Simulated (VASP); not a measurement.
# Al3BAs4 (P3m1) in VASP: a series of runs

The runs below take Al3BAs4 through single point, relaxation of cell and atoms, with PBE.

Program: VASP 6.6.1. These are calculated values, not measurements. Logs are shortened: lines on timing, memory, paths and dates and some standing lists are left out, and cuts for length are marked.

**1. The cell of the first run**

Symmetry: P3m1, No. 156, trigonal system. Conventional cell: a = 3.750 Å, b = 3.750 Å, c = 12.325 Å, α = 90.00°, β = 90.00°, γ = 120.00°. Within 3.0 Å of Al (site symmetry 3m) lie 4 As at 2.30 to 2.31 Å. Al (site symmetry 3m) has 4 As at 2.30 to 2.31 Å within 3.0 Å. Within 3.0 Å of Al (site symmetry 3m) lie 4 As at 2.30 to 2.31 Å. B (site symmetry 3m) has 4 As at 2.30 to 2.31 Å within 3.0 Å. As (site symmetry 3m) has 3 Al at 2.30 Å and 1 B at 2.31 Å within 3.0 Å. As (site symmetry 3m) has 4 Al at 2.30 to 2.31 Å within 3.0 Å. As (site symmetry 3m) has 4 Al at 2.30 to 2.31 Å within 3.0 Å. Within 3.0 Å of As (site symmetry 3m) lie 3 B at 2.30 Å and 1 Al at 2.31 Å.

**2. Single point, PBE**

INCAR reads:

```
  PREC = Accurate
  ENCUT = 520
  EDIFF = 1E-7
  ISMEAR = 0
  SIGMA = 0.1
  LREAL = F
  LASPH = T
  NELM = 100
  ALGO = Normal
  ISIF = 2
  LWAVE = F
  LCHARG = F
  GGA = PE
  NBANDS = 26
```

KPOINTS reads:

```
Automatic mesh
0
Gamma
  6 6 2
```

POSCAR reads:

```
Al3BAs4
1.0
    3.7495469700      0.0000000000      0.0000000000
   -1.8747734900      3.2472029300      0.0000000000
    0.0000000000      0.0000000000     12.3245179400
Al B As
3 1 4
Direct
    0.3333333300      0.6666666700      0.5003415000
    0.6666666700      0.3333333300      0.2503415000
    0.6666666700      0.3333333300      0.7503415000
    0.3333333300      0.6666666700      0.0003415000
    0.3333333300      0.6666666700      0.1876585000
    0.3333333300      0.6666666700      0.6876585000
    0.6666666700      0.3333333300      0.4376585000
    0.6666666700      0.3333333300      0.9376585000
```

Potentials or basis: VASP PAW PBE potentials, release 64 (Al, B, As).

Run with:

```sh
$ cat potpaw_PBE.64/Al/POTCAR potpaw_PBE.64/B/POTCAR potpaw_PBE.64/As/POTCAR > POTCAR
$ mpirun -np 1 vasp_std > vasp.out
```

OUTCAR:

```text
PREC = Accurate
   ENCUT = 520
   EDIFF = 1E-7
   ISMEAR = 0
   LREAL = F
   LASPH = T
   NELM = 100
   ISIF = 2
   GGA = PE

 ion  position               nearest neighbor table
   1  0.333  0.667  0.500-   7 2.30   7 2.30   7 2.30   6 2.31
   2  0.667  0.333  0.250-   5 2.30   5 2.30   5 2.30   7 2.31
   3  0.667  0.333  0.750-   6 2.30   6 2.30   6 2.30   8 2.31
   4  0.333  0.667  0.000-   8 2.30   8 2.30   8 2.30   5 2.31
   5  0.333  0.667  0.188-   2 2.30   2 2.30   2 2.30   4 2.31
   6  0.333  0.667  0.688-   3 2.30   3 2.30   3 2.30   1 2.31
   7  0.667  0.333  0.438-   1 2.30   1 2.30   1 2.30   2 2.31
   8  0.667  0.333  0.938-   4 2.30   4 2.30   4 2.30   3 2.31

  LATTYP: Found a hexagonal cell.
 ALAT       =     3.7495469700
 C/A-ratio  =     3.2869352054

  Lattice vectors:

 A1 = (   3.7495469700,   0.0000000000,   0.0000000000)
 A2 = (  -1.8747734900,   3.2472029300,   0.0000000000)
 A3 = (   0.0000000000,   0.0000000000,  12.3245179400)

Analysis of symmetry for initial positions (statically):
=====================================================================
 Subroutine PRICEL returns:
 Original cell was already a primitive cell.

 Routine SETGRP: Setting up the symmetry group for a
 hexagonal supercell.

 Subroutine GETGRP returns: Found  6 space group operations
 (whereof  6 operations were pure point group operations)
 out of a pool of 24 trial point group operations.

The static configuration has the point symmetry C_3v.

Analysis of symmetry for dynamics (positions and initial velocities):
=====================================================================
 Subroutine PRICEL returns:
 Original cell was already a primitive cell.

 Routine SETGRP: Setting up the symmetry group for a
 hexagonal supercell.

 Subroutine GETGRP returns: Found  6 space group operations
 (whereof  6 operations were pure point group operations)
 out of a pool of 24 trial point group operations.

The dynamic configuration has the point symmetry C_3v.

 Subroutine INISYM returns: Found  6 space group operations
 (whereof  6 operations are pure point group operations),
 and found     1 'primitive' translations

----------------------------------------------------------------------------------------
[... 96 lines left out ...]
   EDIFFG = 0.1E-05   stopping-criterion for IOM
   NSW    =      0    number of steps for IOM
   IBRION =     -1    ionic relax: 0-MD 1-quasi-New 2-CG
   NFREE  =      0    steps in history (QN), initial steepest desc. (CG)
   ISIF   =      2    stress and relaxation
   ISYM   =      2    0-nonsym 1-usesym 2-fastsym
   POTIM  = 0.5000    time-step for ionic-motion
   TEBEG  =    0.0;   TEEND  =   0.0 temperature during run
   PSTRESS=    0.0 pullay stress
   NELECT =      32.0000    total number of electrons
   NUPDOWN=      -1.0000    fix difference up-down
   EMIN   =  10.00;   EMAX   =-10.00  energy-range for DOS
   EFERMI =   0.00;   METHOD = LEGACY
   ISMEAR =     0;   SIGMA  =   0.10  broadening in eV -4-tet -1-fermi 0-gaus
   EFERMI_NEDOS =   21; number of points for ismear=-14 and -15
   IALGO  =     38    algorithm
   IMIX   =      4    mixing-type and parameters
     AMIX     =   0.40;   BMIX     =  1.00
     AMIX_MAG =   1.60;   BMIX_MAG =  1.00
  volume/ion in A,a.u.               =      18.76       126.58
  Fermi-wavevector in a.u.,A,eV,Ry     =   0.978075  1.848293 13.015747  0.956630
  Thomas-Fermi vector in A             =   2.108822
   LORBIT       =      0    0 simple, 1 ext, 2 COOP (PROOUT), +10 PAW based schemes
   GGA     = PE    functional components
   LHFCALC =     F    Hartree Fock is set to
   AEXX    =    0.0000 exact exchange contribution
   IVDW    =     0    specifies the selected vdW correction
   LEPSILON=     F    determine dielectric tensor
   LRPA    =     F    only Hartree local field effects (RPA)
 non-spin polarized calculation
 Gauss-broadening in eV      SIGMA  =   0.10
  energy-cutoff  :      520.00
  volume of cell :      150.06
 maximum number of plane-waves:      4059
 NGX is ok and might be reduce to    28
   NGX = 13   NGY = 13   NGZ = 45

 number of electron      32.0000002 magnetization

 Free energy of the ion-electron system (eV)
  ---------------------------------------------------
  ext. energy  EPLUGINS =         0.00000000
  ---------------------------------------------------
  free energy    TOTEN  =       -36.72437934 eV

  energy without entropy =      -36.72437934  energy(sigma->0) =      -36.72437934

 E-fermi :   5.6545     XC(G=0):  -9.6595

 val. band max:        5.2343662694   @ k =   0.0000   0.0000   0.0000
 cond. band min:       6.3936913170   @ k =   0.5000  -0.0000   0.5000
 fundamental gap:      1.1593250477
 Fermi energy:         5.6545421955

 k-point     1 :       0.0000    0.0000    0.0000
  band No.  band energies     occupation
      1      -8.0710      2.00000
      2      -7.3432      2.00000
      3      -7.2079      2.00000
      4      -6.1100      2.00000
      5      -1.6074      2.00000
      6       0.9164      2.00000
[... 395 lines left out ...]
     25      11.6246      0.00000
     26      12.2313      0.00000

------------------------ aborting loop because EDIFF is reached ----------------------------------------

  FORCE on cell =-STRESS in cart. coord.  units (eV):
  Direction    XX          YY          ZZ          XY          YZ          ZX
  --------------------------------------------------------------------------------------
  -------------------------------------------------------------------------------------
  Total       12.7031777     12.7031777     13.1130298     -0.0000000      0.0000000      0.0000000
  in kB      135.6328178    135.6328179    140.0088409     -0.0000002      0.0000000      0.0000000
  external PRESSURE =     137.0914922 kB  Pullay stress =       0.0000000 kB

 VOLUME and BASIS-vectors are now :
 -----------------------------------------------------------------------------
  energy-cutoff  :      520.00
  volume of cell :      150.06
      direct lattice vectors                 reciprocal lattice vectors
     3.749546970  0.000000000  0.000000000     0.266698886  0.153978674  0.000000000
    -1.874773490  3.247202930  0.000000000     0.000000000  0.307957347  0.000000000
     0.000000000  0.000000000 12.324517940     0.000000000  0.000000000  0.081139076

 POSITION                                       TOTAL-FORCE (eV/Angst)
 -----------------------------------------------------------------------------------
     -0.00000      2.16480      6.16647         0.000000     -0.000000      0.039055
      1.87477      1.08240      3.08534         0.000000     -0.000000     -0.302618
      1.87477      1.08240      9.24760         0.000000      0.000000     -0.081702
     -0.00000      2.16480      0.00421         0.000000     -0.000000      0.208122
     -0.00000      2.16480      2.31280        -0.000000     -0.000000     -2.904777
     -0.00000      2.16480      8.47506         0.000000     -0.000000      0.024253
      1.87477      1.08240      5.39393        -0.000000     -0.000000     -0.046862
      1.87477      1.08240     11.55619         0.000000      0.000000      3.064529
 -----------------------------------------------------------------------------------
    total drift:                                0.000003     -0.000002      0.000058

  FREE ENERGIE OF THE ION-ELECTRON SYSTEM (eV)
  ---------------------------------------------------
  free  energy   TOTEN  =       -36.7243793416 eV

  energy  without entropy=      -36.7243793416  energy(sigma->0) =      -36.72437934
```

stdout:

```text
POSCAR found type information on POSCAR AlB As
 POSCAR found :  3 types and       8 ions
 scaLAPACK will be used
 LDA part: xc-table for (Slater+PW92), standard interpolation
 POSCAR, INCAR and KPOINTS ok, starting setup
 FFT: planning ... GRIDC
 FFT: planning ... GRID_SOFT
 FFT: planning ... GRID
 WAVECAR not read
 entering main loop
```

It took 100 s on 1 thread of Intel Xeon Platinum 8375C at 2.90GHz (Ice Lake), shared host; peak memory 0.27 GiB.

Results:

| Quantity | Value |
| --- | --- |
| Free energy | -36.7244 eV |
| Pressure | 13.7 GPa |
| Largest force | 3.065 eV/Å |
| Band gap on the k mesh | 1.16 eV (least direct gap 1.26 eV) |

Forces on the atoms (eV/Å):
```
Al   0.000  0.000  0.039
Al   0.000  0.000 -0.303
Al   0.000  0.000 -0.082
B    0.000  0.000  0.208
As   0.000  0.000 -2.905
As   0.000  0.000  0.024
As   0.000  0.000 -0.047
As   0.000  0.000  3.065
```

Stress tensor (GPa, compression positive):
```
13.56  0.00  0.00
 0.00 13.56  0.00
 0.00  0.00 14.00
```

Caveat: the cell stands under pressure; forces of over 1 eV/Å act on the atoms, so gaps and moduli don't describe the material at rest. A k mesh can miss the band edges.

**3. Single point, PBE**

This run uses another cell than the first one, of 21.12 Å³/atom.

INCAR reads:

```
PREC     = Accurate       # precision mode
ENCUT    = 520            # plane-wave cutoff, eV
EDIFF    = 1E-6           # SCF threshold, eV
ISMEAR   = 0              # smearing method
SIGMA    = 0.1            # smearing width, eV
LREAL    = F              # projectors in reciprocal space
LASPH    = T              # aspherical terms in the spheres
NELM     = 80             # most SCF steps
ALGO     = Normal         # electronic algorithm
ISIF     = 2              # what is computed and relaxed
LWAVE    = F              # write WAVECAR
LCHARG   = F              # write CHGCAR
GGA      = PE             # functional
NBANDS   = 26             # bands
```

KPOINTS reads:

```
regular mesh
0
Gamma
  6 6 2
```

POSCAR reads:

```
Al3BAs4
1.0
    3.8831937266      0.0000000030      0.0000000000
   -1.9415968659      3.3629444135      0.0000000000
    0.0000000000      0.0000000000     12.9397100801
Al B As
3 1 4
Direct
    0.3333333333      0.6666666667      0.5006345848
    0.6666666667      0.3333333333      0.2396407126
    0.6666666667      0.3333333333      0.7617433826
    0.3333333333      0.6666666667      0.0058933207
    0.3333333333      0.6666666667      0.1683916966
    0.3333333333      0.6666666667      0.6910410053
    0.6666666667      0.3333333333      0.4299314680
    0.6666666667      0.3333333333      0.9547238295
```

Potentials or basis: VASP PAW PBE potentials, release 64 (Al, B, As).

Run with:

```sh
$ cat potpaw_PBE.64/Al/POTCAR potpaw_PBE.64/B/POTCAR potpaw_PBE.64/As/POTCAR > POTCAR
$ mpirun -np 1 vasp_std > vasp.out
```

Run time: 74 s. Hardware: 1 thread of Intel Xeon Platinum 8375C at 2.90GHz (Ice Lake), shared host; peak memory 0.3 GiB.

Results (log left out):

```
Free energy            : -38.1627 eV
Pressure               : 0.3 GPa
Largest force          : 0.041 eV/Å
Band gap on the k mesh : 0.14 eV
```

Forces on the atoms (eV/Å):
```
Al   0.000  0.000 -0.014
Al   0.000  0.000 -0.007
Al   0.000  0.000  0.004
B    0.000  0.000 -0.041
As   0.000  0.000  0.036
As   0.000  0.000  0.015
As   0.000  0.000  0.012
As   0.000  0.000 -0.005
```

Stress tensor (GPa, compression positive):
```
0.25 0.00 0.00
0.00 0.25 0.00
0.00 0.00 0.44
```

Levels at points of the mesh, in eV from the valence-band top:
```tsv
k point	band 13	band 14	band 15	band 16	band 17	band 18	band 19	band 20
(0.00, 0.00, 0.00)	-0.49	-0.49	0.00	0.00	0.14	2.08	2.44	2.81
(0.50, 0.00, 0.00)	-2.09	-2.04	-1.77	-1.10	0.95	1.62	1.67	2.53
(0.00, 0.00, 0.50)	-0.32	-0.32	-0.10	-0.10	0.27	2.27	2.82	2.96
(0.50, 0.00, 0.50)	-2.21	-1.95	-1.50	-1.28	0.96	1.61	1.79	1.87
```

Caveat: semilocal functionals underestimate gaps, and a narrow one can read as zero. A k mesh can miss the band edges.

(Part 1 of 2 ends here.)
